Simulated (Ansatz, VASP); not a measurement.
W in VASP and in Ansatz

The input INCAR:

```
SYSTEM = W
  PREC = Accurate
  ENCUT = 520
  EDIFF = 1E-7
  ISMEAR = -1
  SIGMA = 0.05
  LREAL = .FALSE.
  LASPH = .TRUE.
  NELM = 80
  ALGO = Normal
  ISIF = 2
  LWAVE = .FALSE.
  LCHARG = .FALSE.
  NBANDS = 13
```

The input KPOINTS:

```
regular mesh
0
G
  14 14 14
  0 0 0
```

POSCAR

```
W
1.0
    0.0000000000      2.0434441004      2.0434441004
    2.0434441004      0.0000000000      2.0434441004
    2.0434441004      2.0434441004      0.0000000000
W
1
Direct
    0.0000000000      0.0000000000      0.0000000000
```

Input for Ansatz:

```yaml
crystal:
  lattice:
    - [0.0, 2.0434441004, 2.0434441004]
    - [2.0434441004, 0.0, 2.0434441004]
    - [2.0434441004, 2.0434441004, 0.0]
  atoms:
    - { symbol: W, position: [0.0, 0.0, 0.0] }
kpoints:
  mp_grid: { grid: [14, 14, 14] }
  band_path:
    path:
      - [0.0, 0.0, 0.0]
      - [0.5, 0.0, 0.5]
      - [0.625, 0.25, 0.625]
      - [0.375, 0.375, 0.75]
      - [0.0, 0.0, 0.0]
      - [0.5, 0.5, 0.5]
      - [0.5, 0.25, 0.75]
      - [0.5, 0.0, 0.5]
    npoints: 5
scf:
  occupations: { method: fermi_dirac, width: 0.05 }
hamiltonian:
  xc: lda
  pseudopotentials: { kind: all_electron, lapw: { basis_error: 0.00025 } }
output:
  forces: true
  stress: true
  eigenvalues: true
```

Change from the starting cell: volume scaled by 1.02.

Alike in both runs: task single point; functional LDA; k mesh 14 × 14 × 14; occupations fermi-dirac, width 0.05 eV; no spin polarisation.

|  | VASP | Ansatz |
| --- | --- | --- |
| version | VASP 6.6.1 | Ansatz 0.2.0 |
| potentials or method | VASP PAW LDA potentials, release 64 (W_sv), cutoff 520 eV | all-electron LAPW, scalar-relativistic |

VASP gave:

- pressure (GPa): -21.0

**Question.** Which values does Ansatz return?

**Answer.** Pressure (GPa): -22.2.

LDA's correlation is that of Perdew and Zunger in VASP and of Perdew and Wang (1992) in Ansatz. Ansatz ran all-electron here, and VASP with PAW potentials.

Spin-orbit coupling is off throughout.
